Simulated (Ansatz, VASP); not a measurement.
SiC in VASP and in Ansatz

The input INCAR:

```
ALGO = Normal ; EDIFF = 1E-6
ENCUT = 520 ; GGA = PE
ISIF = 2 ; ISMEAR = 0
LASPH = T ; LCHARG = F
LREAL = F ; LWAVE = F
NBANDS = 16 ; NELM = 80
PREC = Accurate ; SIGMA = 0.05
```

The input KPOINTS:

```
k-points
0
Gamma
  12 12 6
```

POSCAR

```
SiC
1.0
    3.0650400263      0.0000000000      0.0000000000
   -1.5325200132      2.6544025264      0.0000000000
    0.0000000000      0.0000000000      5.1636729323
Si C
2 2
Direct
    0.3333333333      0.6666666667      0.0045639005
    0.6666666667      0.3333333333      0.5045639005
    0.3333333333      0.6666666667      0.3506168194
    0.6666666667      0.3333333333      0.8506168194
```

Input for Ansatz:

```yaml
crystal:
  lattice:
    - [3.0650400263, 0.0, 0.0]
    - [-1.5325200132, 2.6544025264, 0.0]
    - [0.0, 0.0, 5.1636729323]
  atoms:
    - { symbol: Si, position: [0.3333333333, 0.6666666667, 0.0045639005] }
    - { symbol: Si, position: [0.6666666667, 0.3333333333, 0.5045639005] }
    - { symbol: C, position: [0.3333333333, 0.6666666667, 0.3506168194] }
    - { symbol: C, position: [0.6666666667, 0.3333333333, 0.8506168194] }
basis:
  ecutwfc: 520.0
kpoints:
  mp_grid: { grid: [12, 12, 6] }
hamiltonian:
  xc: pbe
  pseudopotentials: { kind: paw, azcp: { folder: soft_1 } }
scf:
  occupations: { method: gaussian, width: 0.05 }
output:
  forces: true
  stress: true
  eigenvalues: true
```

Alike in both runs: task single point; functional PBE; k mesh 12 × 12 × 6; occupations gaussian, width 0.05 eV; no spin polarisation.

```csv
,VASP,Ansatz
version,VASP 6.6.1,Ansatz 0.2.0
potentials or method,"VASP PAW PBE potentials, release 64 (Si, C), cutoff 520 eV","scalar-relativistic, plane waves, PAW"
valence electrons in the cell,16,16
```

```tsv
	VASP	Ansatz	Ansatz less VASP
gap on the k mesh at the Fermi level (eV)	1.08	1.08	+0.006
least direct gap on the mesh (eV)	3.80	3.80	+0.005
pressure (GPa)	1.2	1.2	+0.04
traceless stress, the component that is largest in VASP (GPa)	2.63	2.69	+0.058
rms of the force components (eV/Å)	1.786	1.787	+0.0008
```

Atom by atom the forces differ by 0.001 eV/Å (rms over components). The functional is the same, so the differences come from potentials, cutoffs and numerics.
